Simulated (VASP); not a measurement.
# BAs (F-43m) in VASP: elastic constants with r2SCAN

Aim: the elastic constants of BAs with r2SCAN.

Everything below comes from runs of VASP 6.6.1. Logs are shortened: lines on timing, memory, paths and dates and some standing lists are left out, and cuts for length are marked.

### 1 The cell of the first run

The structure is cubic, space group F-43m (No. 216). Conventional cell: a = 4.777 Å, b = 4.777 Å, c = 4.777 Å, α = 90.00°, β = 90.00°, γ = 90.00°. Within 2.7 Å of B (site symmetry -43m) lie 4 As at 2.07 Å. As (site symmetry -43m) has 4 B at 2.07 Å within 2.7 Å.

### 2 Elastic constants, r2SCAN

Input file INCAR:

```
SYSTEM = BAs
  PREC = Accurate
  ENCUT = 550
  EDIFF = 1E-8
  ISMEAR = 0
  SIGMA = 0.01
  LREAL = .FALSE.
  LASPH = .TRUE.
  NELM = 120
  ALGO = Normal
  ISIF = 3
  LWAVE = .FALSE.
  LCHARG = .FALSE.
  METAGGA = R2SCAN
  LMIXTAU = .TRUE.
  IBRION = 6
  NFREE = 2
  POTIM = 0.015
  NSW = 1
  GGA_COMPAT = .FALSE.
```

Input file KPOINTS:

```
regular mesh
0
G
  8 8 8
  0 0 0
```

Input file POSCAR:

```
BAs
1.0
    0.0000000000      2.3885000000      2.3885000000
    2.3885000000      0.0000000000      2.3885000000
    2.3885000000      2.3885000000      0.0000000000
B As
1 1
Direct
    0.0000000000      0.0000000000      0.0000000000
    0.2500000000      0.2500000000      0.2500000000
```

Potentials or basis: VASP PAW PBE potentials, release 64 (B, As).

On the command line:

```sh
cat potpaw_PBE.64/B/POTCAR potpaw_PBE.64/As/POTCAR > POTCAR
mpirun -np 1 vasp_std > vasp.out
```

OUTCAR:

```text
SYSTEM = BAs
   PREC = Accurate
   ENCUT = 550
   EDIFF = 1E-8
   ISMEAR = 0
   LREAL = .FALSE.
   LASPH = .TRUE.
   NELM = 120
   ISIF = 3
   METAGGA = R2SCAN
   IBRION = 6
   NFREE = 2
   POTIM = 0.015
   NSW = 1

 ion  position               nearest neighbor table
   1  0.000  0.000  0.000-   2 2.07   2 2.07   2 2.07   2 2.07
   2  0.250  0.250  0.250-   1 2.07   1 2.07   1 2.07   1 2.07

  LATTYP: Found a face centered cubic cell.
 ALAT       =     4.7770000000

  Lattice vectors:

 A1 = (   0.0000000000,   2.3885000000,   2.3885000000)
 A2 = (   2.3885000000,   0.0000000000,   2.3885000000)
 A3 = (   2.3885000000,   2.3885000000,   0.0000000000)

Analysis of symmetry for initial positions (statically):
=====================================================================
 Subroutine PRICEL returns:
 Original cell was already a primitive cell.

 Routine SETGRP: Setting up the symmetry group for a
 face centered cubic supercell.

 Subroutine GETGRP returns: Found 24 space group operations
 (whereof 24 operations were pure point group operations)
 out of a pool of 48 trial point group operations.

The static configuration has the point symmetry T_d .

Analysis of symmetry for dynamics (positions and initial velocities):
=====================================================================
 Subroutine PRICEL returns:
 Original cell was already a primitive cell.

 Routine SETGRP: Setting up the symmetry group for a
 face centered cubic supercell.

 Subroutine GETGRP returns: Found 24 space group operations
 (whereof 24 operations were pure point group operations)
 out of a pool of 48 trial point group operations.

The dynamic configuration has the point symmetry T_d .

 Subroutine INISYM returns: Found 24 space group operations
 (whereof 24 operations are pure point group operations),
 and found     1 'primitive' translations

----------------------------------------------------------------------------------------

                                     Primitive cell

  volume of cell :      27.2525

  direct lattice vectors                    reciprocal lattice vectors
     0.000000000  2.388500000  2.388500000    -0.209336404  0.209336404  0.209336404
     2.388500000  0.000000000  2.388500000     0.209336404 -0.209336404  0.209336404
     2.388500000  2.388500000  0.000000000     0.209336404  0.209336404 -0.209336404

  length of vectors
     3.377849094  3.377849094  3.377849094     0.362581287  0.362581287  0.362581287

  position of ions in fractional coordinates (direct lattice)
     0.000000000  0.000000000  0.000000000
     0.250000000  0.250000000  0.250000000

  ion indices of the primitive-cell ions
   primitive index   ion index
                 1           1
                 2           2

----------------------------------------------------------------------------------------

 KPOINTS: regular mesh

Automatic generation of k-mesh.
 Grid dimensions read from file:
 generate k-points for:    8    8    8

 Generating k-lattice:

  Cartesian coordinates                     Fractional coordinates (reciprocal lattice)
    -0.026167050  0.026167050  0.026167050     0.125000000  0.000000000  0.000000000
     0.026167050 -0.026167050  0.026167050     0.000000000  0.125000000  0.000000000
[... 107 lines left out ...]

  energy without entropy =      -22.25416782  energy(sigma->0) =      -22.25416782

------------------------ aborting loop because EDIFF is reached ----------------------------------------

  FORCE on cell =-STRESS in cart. coord.  units (eV):
  Direction    XX          YY          ZZ          XY          YZ          ZX
  --------------------------------------------------------------------------------------
  -------------------------------------------------------------------------------------
  Total        0.1467416      0.1467416      0.1467416      0.0000000      0.0000000      0.0000000
  in kB        8.6269656      8.6269656      8.6269656      0.0000000      0.0000000      0.0000000
  external PRESSURE =       8.6269656 kB  Pullay stress =       0.0000000 kB
[... 89 lines left out ...]
  FREE ENERGIE OF THE ION-ELECTRON SYSTEM (eV)
  ---------------------------------------------------
  free  energy   TOTEN  =       -22.2462849167 eV

  energy  without entropy=      -22.2462849167  energy(sigma->0) =      -22.24628492

[... ionic steps 4 to 14 ...]

--------------------------------------- Ionic step       15  -------------------------------------------

 number of electron       8.0000000 magnetization

------------------------ aborting loop because EDIFF is reached ----------------------------------------
[... 67 lines left out ...]
--------------------------------------- Ionic step       17  -------------------------------------------

 number of electron       8.0000000 magnetization

 Free energy of the ion-electron system (eV)
  ---------------------------------------------------
  ext. energy  EPLUGINS =         0.00000000
  ---------------------------------------------------
  free energy    TOTEN  =       -22.25223066 eV

  energy without entropy =      -22.25223066  energy(sigma->0) =      -22.25223066

 E-fermi :   6.2330     XC(G=0): -11.1329

 val. band max:        6.1366802573   @ k =   0.0000   0.0000   0.0000
 cond. band min:       7.4038081346   @ k =   0.0000   0.3750   0.3750
 fundamental gap:      1.2671278773
 Fermi energy:         6.2330309300

 k-point     1 :       0.0000    0.0000    0.0000
  band No.  band energies     occupation
      1     -10.1342      2.00000
      2       5.9118      2.00000
      3       6.0254      2.00000
      4       6.1367      2.00000
      5       9.3838      0.00000
      6       9.4681      0.00000
      7       9.5555      0.00000
      8      11.1767      0.00000
[... 243 lines left out ...]
 k-point    24 :      -0.3750    0.2500    0.1250
  band No.  band energies     occupation
      1      -6.4837      2.00000
      2      -2.7606      2.00000
      3       1.2217      2.00000
      4       2.8190      2.00000
      5      10.3691      0.00000
      6      11.1116      0.00000
      7      13.9889      0.00000
      8      15.6606      0.00000

 [... further k-points ...]

------------------------ aborting loop because EDIFF is reached ----------------------------------------

  FORCE on cell =-STRESS in cart. coord.  units (eV):
  Direction    XX          YY          ZZ          XY          YZ          ZX
  --------------------------------------------------------------------------------------
  -------------------------------------------------------------------------------------
  Total        0.1470840      0.1505308      0.1505308      0.0000000      0.1039455      0.0000000
  in kB        8.6470968      8.8497340      8.8497340      0.0000000      6.1109727      0.0000000
  external PRESSURE =       8.7821883 kB  Pullay stress =       0.0000000 kB
[... 17 lines left out ...]
  FREE ENERGIE OF THE ION-ELECTRON SYSTEM (eV)
  ---------------------------------------------------
  free  energy   TOTEN  =       -22.2522306576 eV

  energy  without entropy=      -22.2522306576  energy(sigma->0) =      -22.25223066

 INTERNAL STRAIN TENSORS FROM STRAINED CELLS
 ============================================

 INTERNAL STRAIN TENSOR FOR ION    1 for displacements in x,y,z  (eV/Angst):
          X           Y           Z          XY          YZ          ZX
  --------------------------------------------------------------------------------
  x     0.00000    -0.00000    -0.00000    -0.00000     6.93358     0.00000
  y    -0.00000    -0.00000    -0.00000     0.00000    -0.00000     6.93734
  z    -0.00000     0.00000     0.00000     6.93340    -0.00000     0.00000

 INTERNAL STRAIN TENSORS FROM DISPLACED ATOMS
 ============================================

 INTERNAL STRAIN TENSOR FOR ION    1 for displacements in x,y,z  (eV/Angst):
          X           Y           Z          XY          YZ          ZX
  --------------------------------------------------------------------------------
  x     0.00000     0.00000     0.00000     0.00000     6.92638     0.00000
  y     0.00000     0.00000     0.00000     0.00000     0.00000     6.92638
  z     0.00000     0.00000     0.00000     6.92638     0.00000     0.00000

 INTERNAL STRAIN TENSOR FOR ION    2 for displacements in x,y,z  (eV/Angst):
          X           Y           Z          XY          YZ          ZX
  --------------------------------------------------------------------------------
  x     0.00000    -0.00000    -0.00000     0.00000    -6.92814     0.00000
  y    -0.00000     0.00000    -0.00000     0.00000     0.00000    -6.92814
  z    -0.00000    -0.00000     0.00000    -6.92814     0.00000     0.00000

 Eigenvectors and eigenvalues of the dynamical matrix
 ----------------------------------------------------

   1 f  =   21.105512 THz   132.609845 2PiTHz  704.004115 cm-1    87.285347 meV
             X         Y         Z           dx          dy          dz
      0.000000  0.000000  0.000000     0.000000    0.934826    0.000000
      1.194250  1.194250  1.194250     0.000000   -0.355107    0.000000
[... 21 lines left out ...]
   6 f/i=    0.000003 THz     0.000019 2PiTHz    0.000098 cm-1     0.000012 meV
             X         Y         Z           dx          dy          dz
      0.000000  0.000000  0.000000     0.000000    0.000000   -0.355107
      1.194250  1.194250  1.194250     0.000000    0.000000   -0.934826

--------------------------------------------------------------------------------------------------------

 ELASTIC MODULI CONTR FROM IONIC RELAXATION (kBar)
 Direction    XX          YY          ZZ          XY          YZ          ZX
 --------------------------------------------------------------------------------
 XX          -0.0000     -0.0000     -0.0000     -0.0000      0.0000     -0.0000
 YY          -0.0000     -0.0000     -0.0000     -0.0000     -0.0000      0.0000
 ZZ          -0.0000     -0.0000     -0.0000      0.0000     -0.0000     -0.0000
 XY          -0.0000     -0.0000      0.0000   -163.8363      0.0000      0.0000
 YZ           0.0000     -0.0000     -0.0000      0.0000   -163.8363      0.0000
 ZX          -0.0000      0.0000     -0.0000      0.0000      0.0000   -163.8363
 --------------------------------------------------------------------------------

 TOTAL ELASTIC MODULI (kBar)
 Direction    XX          YY          ZZ          XY          YZ          ZX
 --------------------------------------------------------------------------------
 XX        2936.7639    705.8581    705.8581      0.0000      0.0000      0.0000
 YY         705.8581   2936.7639    705.8581      0.0000      0.0000     -0.0000
 ZZ         705.8581    705.8581   2936.7639      0.0000     -0.0000     -0.0000
 XY           0.0000      0.0000      0.0000   1592.0919      0.0000      0.0000
 YZ           0.0000      0.0000     -0.0000      0.0000   1592.0919      0.0000
 ZX           0.0000     -0.0000     -0.0000      0.0000      0.0000   1592.0919
 --------------------------------------------------------------------------------
```

Wall time 27 min (1 thread of Intel Xeon Platinum 8259CL at 2.50GHz (Skylake/Cascade Lake), shared host); peak memory 0.22 GiB.

What came out:

```yaml
Elastic_constants_C11_C12_C44: 294, 71, 159 GPa
Voigt_bulk_modulus: 145 GPa
Highest_phonon_frequency_at_Γ_LO-TO_splitting_left_out: 704 cm⁻¹
```

Phonon frequencies in cm⁻¹ (negative: imaginary):
```csv
q point,frequencies
"(0.000, 0.000, 0.000)",0 0 0 704 704 704
```

Elastic tensor in Voigt notation (GPa, in the Cartesian axes of the cell as first typed):
```
294  71  71   0   0   0
 71 294  71   0   0   0
 71  71 294   0   0   0
  0   0   0 159   0   0
  0   0   0   0 159   0
  0   0   0   0   0 159
```

Clamped-ion elastic tensor (GPa):
```
294  71  71   0   0   0
 71 294  71   0   0   0
 71  71 294   0   0   0
  0   0   0 176   0   0
  0   0   0   0 176   0
  0   0   0   0   0 176
```

Caveat: the PAW data sets were made with another functional, which shifts forces and pressure a little.
